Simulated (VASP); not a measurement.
Runs of VASP 6.6.1 on MgI2. The structure is that of space group Fm-3m (No. 225), or close to it. The cells are those of the table. 

```csv
level,cell,k mesh,smearing,grid for exact exchange (PRECFOCK),share of exact exchange,screening parameter,gap on the mesh (eV),pressure (GPa)
HSE06,"a = 5.434 Å, angles 60.0°, 3 atoms",4 × 4 × 4,gaussian 0.01 eV,Normal,0.25,0.2079 1/Å,1.23,-2.3
PBE,"a = 5.240, b = 5.240, c = 5.167 Å, angles 60.5, 60.5, 59.1°, 3 atoms",6 × 6 × 6,fermi-dirac 0.02 eV,-,-,-,(b),2.0
HSE06,"a = 5.240, b = 5.240, c = 5.167 Å, angles 60.5, 60.5, 59.1°, 3 atoms",4 × 4 × 4,gaussian 0.01 eV,Normal,0.25,0.2079 1/Å,1.39,1.3
PBE,"a = 5.434 Å, angles 60.0°, 3 atoms",6 × 6 × 6,fermi-dirac 0.02 eV,-,-,-,0.46,(a)
PBE,"a = 5.256, b = 5.256, c = 5.311 Å, angles 59.7, 59.7, 60.7°, 3 atoms",6 × 6 × 6,fermi-dirac 0.02 eV,-,-,-,0.49,0.8
```

Alike in all rows: task single point; potentials or basis VASP PAW PBE potentials, release 64 (Mg, I); no spin polarisation; cutoff (eV) 520.

Question: Fill in the values left out.

Answer: (a) -1.6; (b) 0.59.

Caveats: the structure was generated, so it needn't be the stable form of MgI2; spin-orbit coupling is left out, which moves the levels of the heavy elements; semilocal functionals underestimate gaps, and a narrow one can read as zero (at least some runs); the PAW data sets were made with another functional, which shifts forces and pressure a little (at least some runs).

A k mesh can miss the band edges, and the runs leave out spin-orbit coupling on I.
